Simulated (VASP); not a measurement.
# Cs: single point with PBEsol

The system is Cs.

```
Cs
1.0
    -1.66805    1.66805    2.20386
     1.66805   -1.66805    2.20386
     1.66805    1.66805   -2.20386
Cs
1
Direct
  0.00000 0.00000 0.00000
```

```
Program             : VASP 6.6.1
Task                : single point
Functional          : PBEsol
Potentials or basis : VASP PAW PBE potentials, release 64 (Cs_sv)
Cutoff              : 520 eV
k mesh              : 7 × 7 × 7
Occupations         : fermi-dirac, width 0.05 eV
Spin                : no spin polarisation
```

The pressure is 31.7 GPa.

Stress tensor (GPa, compression positive):
```
31.91  0.00  0.00
 0.00 31.91  0.00
 0.00  0.00 31.43
```

Levels at points of the mesh, in eV from the Fermi level:
```csv
k point,band 1,band 2,band 3,band 4,band 5,band 6,band 7,band 8,band 9
"(0.00, 0.00, 0.00)",-26.12,-8.19,-8.19,-8.16,0.85,2.96,2.96,3.70,7.01
```

Wall time 6.3 s on 1 thread of Intel(R) Xeon(R) Platinum 8259CL CPU @ 2.50GHz (Skylake/Cascade Lake) (shared host), peak memory 0.13 GiB.

Caveat: the k points lie up to 0.38 Å⁻¹ apart; the PAW data sets were made with another functional, which shifts forces and pressure a little; spin-orbit coupling is left out, which moves the levels of the heavy elements.
